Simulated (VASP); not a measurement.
# AgI (Iodargyrite) (P6_3mc) in VASP: single point with PBE

Aim: the single point of AgI (Iodargyrite) with PBE.

Everything below comes from runs of VASP 6.6.1. Logs are shortened: lines on timing, memory, paths and dates and some standing lists are left out, and cuts for length are marked.

## Step 1: The cell of the first run

Symmetry: P6_3mc, No. 186, hexagonal system. Conventional cell: a = 4.590 Å, b = 4.590 Å, c = 7.520 Å, α = 90.00°, β = 90.00°, γ = 120.00°. Within 3.7 Å of Ag (site symmetry 3m) lie 4 I at 2.81 to 2.82 Å. Within 3.7 Å of I (site symmetry 3m) lie 4 Ag at 2.81 to 2.82 Å.

## Step 2: Single point, PBE

INCAR

```
SYSTEM = AgI
PREC     = Accurate       ! precision mode
ENCUT    = 500            ! plane-wave cutoff, eV
EDIFF    = 1E-6           ! SCF threshold, eV
ISMEAR   = -1             ! smearing method
SIGMA    = 0.02           ! smearing width, eV
LREAL    = .FALSE.        ! projectors in reciprocal space
LASPH    = .TRUE.         ! aspherical terms in the spheres
NELM     = 120            ! most SCF steps
ALGO     = Normal         ! electronic algorithm
ISIF     = 2              ! what is computed and relaxed
LWAVE    = .FALSE.        ! write WAVECAR
LCHARG   = .FALSE.        ! write CHGCAR
GGA      = PE             ! functional
NBANDS   = 26             ! bands
GGA_COMPAT= .FALSE.
```

KPOINTS

```
regular mesh
0
G
  7 7 4
  0 0 0
```

POSCAR

```
AgI
1.0
    4.5900000000      0.0000000000      0.0000000000
   -2.2950000000      3.9750566034      0.0000000000
    0.0000000000      0.0000000000      7.5200000000
Ag I
2 2
Direct
    0.6666666667      0.3333333333      0.6282963148
    0.3333333333      0.6666666667      0.1282963148
    0.6666666667      0.3333333333      0.0017036852
    0.3333333333      0.6666666667      0.5017036852
```

Potentials or basis: VASP PAW PBE potentials, release 64 (Ag, I).

Started as:

```console
cat potpaw_PBE.64/Ag/POTCAR potpaw_PBE.64/I/POTCAR > POTCAR
mpirun -np 1 vasp_std > vasp.out
```

OUTCAR:

```text
SYSTEM = AgI
   PREC = Accurate
   ENCUT = 500
   EDIFF = 1E-6
   ISMEAR = -1
   LREAL = .FALSE.
   LASPH = .TRUE.
   NELM = 120
   ISIF = 2
   GGA = PE

 ion  position               nearest neighbor table
   1  0.667  0.333  0.628-   3 2.81   4 2.82   4 2.82   4 2.82
   2  0.333  0.667  0.128-   4 2.81   3 2.82   3 2.82   3 2.82
   3  0.667  0.333  0.002-   1 2.81   2 2.82   2 2.82   2 2.82
   4  0.333  0.667  0.502-   2 2.81   1 2.82   1 2.82   1 2.82

  LATTYP: Found a hexagonal cell.
 ALAT       =     4.5900000000
 C/A-ratio  =     1.6383442266

  Lattice vectors:

 A1 = (   4.5900000000,   0.0000000000,   0.0000000000)
 A2 = (  -2.2950000000,   3.9750566034,   0.0000000000)
 A3 = (   0.0000000000,   0.0000000000,   7.5200000000)

Analysis of symmetry for initial positions (statically):
=====================================================================
 Subroutine PRICEL returns:
 Original cell was already a primitive cell.

 Routine SETGRP: Setting up the symmetry group for a
 hexagonal supercell.

 Subroutine GETGRP returns: Found 12 space group operations
 (whereof  6 operations were pure point group operations)
 out of a pool of 24 trial point group operations.

The static configuration has the point symmetry C_3v.
 The point group associated with its full space group is C_6v.

Analysis of symmetry for dynamics (positions and initial velocities):
=====================================================================
 Subroutine PRICEL returns:
 Original cell was already a primitive cell.

 Routine SETGRP: Setting up the symmetry group for a
 hexagonal supercell.

 Subroutine GETGRP returns: Found 12 space group operations
 (whereof  6 operations were pure point group operations)
 out of a pool of 24 trial point group operations.

The dynamic configuration has the point symmetry C_3v.
 The point group associated with its full space group is C_6v.

 Subroutine INISYM returns: Found 12 space group operations
 (whereof  6 operations are pure point group operations),
 and found     1 'primitive' translations

----------------------------------------------------------------------------------------

                                     Primitive cell

  volume of cell :     137.2062

  direct lattice vectors                    reciprocal lattice vectors
[... 88 lines left out ...]
   ENCUT  =  500.0 eV  36.75 Ry    6.06 a.u.   8.37  8.37 13.71*2*pi/ulx,y,z
   NELM   =    120;   NELMIN=  2; NELMDL= -5     # of ELM steps
   EDIFF  = 0.1E-05   stopping-criterion for ELM
   LREAL  =      F    real-space projection
   EDIFFG = 0.1E-04   stopping-criterion for IOM
   NSW    =      0    number of steps for IOM
   IBRION =     -1    ionic relax: 0-MD 1-quasi-New 2-CG
   NFREE  =      0    steps in history (QN), initial steepest desc. (CG)
   ISIF   =      2    stress and relaxation
   ISYM   =      2    0-nonsym 1-usesym 2-fastsym
   POTIM  = 0.5000    time-step for ionic-motion
   TEBEG  =    0.0;   TEEND  =   0.0 temperature during run
   PSTRESS=    0.0 pullay stress
   NELECT =      36.0000    total number of electrons
   NUPDOWN=      -1.0000    fix difference up-down
   EMIN   =  10.00;   EMAX   =-10.00  energy-range for DOS
   EFERMI =   0.00;   METHOD = LEGACY
   ISMEAR =    -1;   SIGMA  =   0.02  broadening in eV -4-tet -1-fermi 0-gaus
   EFERMI_NEDOS =   21; number of points for ismear=-14 and -15
   IALGO  =     38    algorithm
   IMIX   =      4    mixing-type and parameters
     AMIX     =   0.40;   BMIX     =  1.00
     AMIX_MAG =   1.60;   BMIX_MAG =  1.00
  volume/ion in A,a.u.               =      34.30       231.48
  Fermi-wavevector in a.u.,A,eV,Ry     =   1.048056  1.980538 14.944923  1.098421
  Thomas-Fermi vector in A             =   2.182962
   LORBIT       =      0    0 simple, 1 ext, 2 COOP (PROOUT), +10 PAW based schemes
   GGA     = PE    functional components
   LHFCALC =     F    Hartree Fock is set to
   AEXX    =    0.0000 exact exchange contribution
   IVDW    =     0    specifies the selected vdW correction
   LEPSILON=     F    determine dielectric tensor
   LRPA    =     F    only Hartree local field effects (RPA)
 non-spin polarized calculation
  energy-cutoff  :      500.00
  volume of cell :      137.21
 maximum number of plane-waves:      3525
 NGX is ok and might be reduce to    36
   NGX = 17   NGY = 17   NGZ = 27

 number of electron      36.0000009 magnetization

 Free energy of the ion-electron system (eV)
  ---------------------------------------------------
  ext. energy  EPLUGINS =         0.00000000
  ---------------------------------------------------
  free energy    TOTEN  =        -9.53798138 eV

  energy without entropy =       -9.53798138  energy(sigma->0) =       -9.53798138

 E-fermi :   3.5115     XC(G=0):  -8.4189

 val. band max:        3.1131696083   @ k =   0.0000   0.0000   0.0000
 cond. band min:       4.4842561441   @ k =   0.0000   0.0000   0.0000
 fundamental gap:      1.3710865358
 Fermi energy:         3.5114914092

 k-point     1 :       0.0000    0.0000    0.0000
  band No.  band energies     occupation
      1      -9.6834      2.00000
      2      -9.3925      2.00000
      3      -1.0912      2.00000
      4      -1.0682      2.00000
      5      -1.0682      2.00000
      6      -1.0245      2.00000
[... 685 lines left out ...]
     25      10.7201      0.00000
     26      10.7201      0.00000

------------------------ aborting loop because EDIFF is reached ----------------------------------------

  FORCE on cell =-STRESS in cart. coord.  units (eV):
  Direction    XX          YY          ZZ          XY          YZ          ZX
  --------------------------------------------------------------------------------------
  -------------------------------------------------------------------------------------
  Total        1.4684772      1.4684772      1.5710116      0.0000000      0.0000000      0.0000000
  in kB       17.1476232     17.1476232     18.3449335      0.0000000      0.0000000      0.0000000
  external PRESSURE =      17.5467266 kB  Pullay stress =       0.0000000 kB

 VOLUME and BASIS-vectors are now :
 -----------------------------------------------------------------------------
  energy-cutoff  :      500.00
  volume of cell :      137.21
      direct lattice vectors                 reciprocal lattice vectors
     4.590000000  0.000000000  0.000000000     0.217864924  0.125784372  0.000000000
    -2.295000000  3.975056603  0.000000000     0.000000000  0.251568745  0.000000000
     0.000000000  0.000000000  7.520000000     0.000000000  0.000000000  0.132978723

 POSITION                                       TOTAL-FORCE (eV/Angst)
 -----------------------------------------------------------------------------------
      2.29500      1.32502      4.72479         0.000000     -0.000000     -0.013594
     -0.00000      2.65004      0.96479        -0.000000     -0.000000     -0.013594
      2.29500      1.32502      0.01281         0.000000      0.000000      0.013594
     -0.00000      2.65004      3.77281         0.000000     -0.000000      0.013594
 -----------------------------------------------------------------------------------
    total drift:                               -0.000000     -0.000000      0.000559

  FREE ENERGIE OF THE ION-ELECTRON SYSTEM (eV)
  ---------------------------------------------------
  free  energy   TOTEN  =        -9.5379813780 eV

  energy  without entropy=       -9.5379813780  energy(sigma->0) =       -9.53798138
```

OSZICAR:

```text
N       E                     dE             d eps       ncg     rms          rms(c)
DAV:   1     0.201921988720E+03    0.20192E+03   -0.15353E+04  1248   0.115E+03
DAV:   2     0.285894235428E+00   -0.20164E+03   -0.19390E+03  1404   0.236E+02
DAV:   3    -0.953360351374E+01   -0.98195E+01   -0.97593E+01  1482   0.511E+01
DAV:   4    -0.971601559623E+01   -0.18241E+00   -0.18233E+00  1582   0.681E+00
DAV:   5    -0.971723993585E+01   -0.12243E-02   -0.12240E-02  1476   0.656E-01    0.734E+00
DAV:   6    -0.953651861850E+01    0.18072E+00   -0.61819E-01  1284   0.857E+00    0.541E+00
DAV:   7    -0.953778482483E+01   -0.12662E-02   -0.15237E-01  1308   0.177E+00    0.195E+00
DAV:   8    -0.953764447820E+01    0.14035E-03   -0.91017E-03  1330   0.871E-01    0.434E-01
DAV:   9    -0.953786827529E+01   -0.22380E-03   -0.23583E-03  1358   0.414E-01    0.921E-02
DAV:  10    -0.953792495862E+01   -0.56683E-04   -0.15897E-04  1368   0.138E-01    0.301E-02
DAV:  11    -0.953798005805E+01   -0.55099E-04   -0.91078E-05  1304   0.590E-02    0.318E-02
DAV:  12    -0.953797781151E+01    0.22465E-05   -0.26398E-05  1418   0.566E-02    0.703E-03
DAV:  13    -0.953798160894E+01   -0.37974E-05   -0.12142E-05  1262   0.243E-02    0.117E-02
DAV:  14    -0.953798137799E+01    0.23095E-06   -0.72010E-07  1042   0.452E-03
   1 F= -.95379814E+01 E0= -.95379814E+01  d E =-.199658E-10
```

Run time: 57 s. Hardware: 1 thread of AMD EPYC 9R45 (Zen 5), shared host; peak memory 0.25 GiB.

Results:

- Free energy: -9.5380 eV
- Pressure: 1.8 GPa
- Largest force: 0.014 eV/Å
- Band gap on the k mesh: 1.37 eV, direct

Forces on the atoms (eV/Å):
```
Ag   0.000  0.000 -0.014
Ag   0.000  0.000 -0.014
I    0.000  0.000  0.014
I    0.000  0.000  0.014
```

Caveat: spin-orbit coupling is left out, which moves the levels of the heavy elements. As with any semilocal functional, this PBE gap is likely too small.
